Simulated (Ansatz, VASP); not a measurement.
NaSnF3 in VASP and in Ansatz

```
Na Sn F
1.0
     4.63272    0.00000    0.00000
     0.00000    4.63272    0.00000
     0.00000    0.00000    4.63272
Na Sn F
1 1 3
Direct
  0.00000 0.00000 0.00000
  0.50000 0.50000 0.50000
  0.50000 0.50000 0.00000
  0.50000 0.00000 0.50000
  0.00000 0.50000 0.50000
```

Alike in both runs: task single point; functional r2SCAN; k mesh 6 × 6 × 6; no spin polarisation.

|  | VASP | Ansatz |
| --- | --- | --- |
| version | VASP 6.6.1 | Ansatz 0.2.0 |
| potentials or method | VASP PAW PBE potentials, release 64 (Na_pv, Sn_d, F) | plane waves, PAW |
| plane-wave cutoff (eV) | 520 | 500 |
| occupations | gaussian, width 0.01 eV | fixed |
| valence electrons in the cell | 42 | 44 |

|  | VASP | Ansatz | Ansatz less VASP |
| --- | --- | --- | --- |
| gap on the k mesh at the Fermi level (eV) | 1.13 | 1.12 | -0.009 |
| pressure (GPa) | 0.0 | 0.0 | -0.02 |

VASP's potentials were made for PBE, not for r2SCAN. VASP's potentials hold 42 valence electrons a cell and Ansatz's 44, so a difference there can come from the potentials and not from the codes.
